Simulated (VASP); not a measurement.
**KHgF2: single point with PBE**

Crystal: KHgF2.

```
CELL_PARAMETERS angstrom
4.88458 0.00000 0.00000
0.00000 4.88458 0.00000
0.00000 0.00000 3.32533
ATOMIC_POSITIONS crystal
K 0.50000 0.50000 0.50000
Hg 0.00000 0.00000 0.00000
F 0.50000 0.00000 0.00000
F 0.00000 0.50000 0.00000
```

```yaml
Program: VASP 6.6.1
Task: single point
Functional: PBE
Potentials_or_basis: VASP PAW PBE potentials, release 64 (K_sv, Hg, F)
Cutoff: 520 eV
k_mesh: 4 × 4 × 6
Occupations: gaussian, width 0.1 eV
Spin: no spin polarisation
Dipole_correction: no
Further_INCAR_settings: ALGO = Normal; EDIFF = 1e-07; NBANDS = 26
```

- Pressure: -0.1 GPa
- Band gap on the k mesh: zero (an odd number of electrons rules out a gap without spin polarisation)

Stress tensor (GPa, compression positive):
```
-0.16  0.00  0.00
 0.00 -0.16  0.00
 0.00  0.00 -0.04
```

Levels at points of the mesh, in eV from the Fermi level:
```csv
k point,band 14,band 15,band 16,band 17,band 18,band 19,band 20,band 21
"(0.00, 0.00, 0.00)",-3.51,-3.51,-3.21,-3.10,-2.88,5.07,6.60,6.60
"(0.50, 0.00, 0.00)",-3.89,-3.35,-3.19,-2.97,-0.20,3.40,5.41,5.93
"(0.50, 0.50, 0.00)",-3.43,-3.00,-3.00,-1.98,0.76,4.14,4.14,5.90
"(0.00, 0.00, 0.50)",-4.25,-3.81,-3.59,-3.59,-0.04,2.36,7.41,7.41
"(0.50, 0.00, 0.50)",-3.59,-3.58,-3.45,-3.32,1.51,2.21,7.16,7.32
"(0.50, 0.50, 0.50)",-3.46,-3.32,-3.31,-1.96,1.65,2.64,5.58,5.58
```

It took 32 s on 1 thread of AMD EPYC 9R45 96-Core Processor (Zen 5), on a shared host, peak memory 0.17 GiB.

Caveat: spin-orbit coupling is left out, which moves the levels of the heavy elements; an odd number of electrons without spin polarisation forces a metal; a magnetic or distorted state may lie lower.
